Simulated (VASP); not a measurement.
Input of a VASP 6.6.1 run:

INCAR

```
AGGAC    = 1.0          
AGGAX    = 1.0          
ALDAC    = 0.0          
ALDAX    = 1.0          
ALGO     = Fast           # electronic algorithm
EDIFF    = 1E-7           # SCF threshold, eV
EDIFFG   = -0.01          # ionic threshold
ENCUT    = 600            # plane-wave cutoff, eV
GGA      = B5             # functional
IBRION   = 2              # ionic algorithm
ISIF     = 3              # what is computed and relaxed
ISMEAR   = -1             # smearing method
IVDW     = 13             # dispersion correction
LASPH    = T              # aspherical terms in the spheres
LCHARG   = F              # write CHGCAR
LREAL    = F              # projectors in reciprocal space
LWAVE    = F              # write WAVECAR
NELM     = 100            # most SCF steps
NSW      = 60             # ionic steps
PREC     = Accurate       # precision mode
SIGMA    = 0.05           # smearing width, eV
VDW_A1   = 0.44488865   
VDW_A2   = 4.0933009    
VDW_S6   = 1.0          
VDW_S8   = 2.34076671
```

Contents of KPOINTS:

```
k-points
0
Gamma
  11 11 6
```

Contents of POSCAR:

```
Ru
1.0
    2.7058000000      0.0000000000      0.0000000000
   -1.3529000000      2.3432915376      0.0000000000
    0.0000000000      0.0000000000      4.2819000000
Ru
2
Direct
    0.6666666667      0.3333333333      0.7500000000
    0.3333333333      0.6666666667      0.2500000000
```

Potentials or basis: VASP PAW PBE potentials, release 64 (Ru_pv).

Command:

```bash
$ cat potpaw_PBE.64/Ru_pv/POTCAR > POTCAR
$ mpirun -np 1 vasp_std > vasp.out
```

(1) Predict the dispersion energy per atom.

(2) What does it give for the band gap on the k mesh?

(3) Estimate the relaxed volume.

(4) Estimate the relaxed cell.

Answers

(1) -0.985 eV.

(2) zero (bands 14 and 15 overlap by 2.95 eV).

(3) 13.91 Å³/atom.

(4) a = 2.729 Å, b = 2.729 Å, c = 4.314 Å, α = 90.00°, β = 90.00°, γ = 120.00°.

Caveat: the PAW data sets were made with another functional, which shifts forces and pressure a little.
